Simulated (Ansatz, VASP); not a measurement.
# ZnO in VASP and in Ansatz

```
Zn O
1.0
     3.34679    0.00000    0.00000
    -1.67339    2.89840    0.00000
     0.00000    0.00000    4.38616
Zn O
2 2
Direct
  0.33333 0.66667 0.25000
  0.66667 0.33333 0.75000
  0.66667 0.33333 0.25000
  0.33333 0.66667 0.75000
```

Alike in both runs: task single point; functional r2SCAN; k mesh 9 × 9 × 6; no spin polarisation.

|  | VASP | Ansatz |
| --- | --- | --- |
| version | VASP 6.6.1 | Ansatz 0.2.0 |
| potentials or method | VASP PAW PBE potentials, release 64 (Zn, O) | plane waves, PAW |
| plane-wave cutoff (eV) | 520 | 500 |
| occupations | gaussian, width 0.01 eV | fixed |
| valence electrons in the cell | 36 | 36 |

Ansatz gave:

```
gap on the k mesh at the Fermi level (eV)                     : 1.65
pressure (GPa)                                                : 11.4
traceless stress, the component that is largest in VASP (GPa) : -1.81
```

Problem. Which values does VASP return?

Solution. gap on the k mesh at the Fermi level (eV): 1.65; pressure (GPa): 12.8; traceless stress, the component that is largest in VASP (GPa): -1.99.

VASP's potentials were made for PBE, not for r2SCAN.
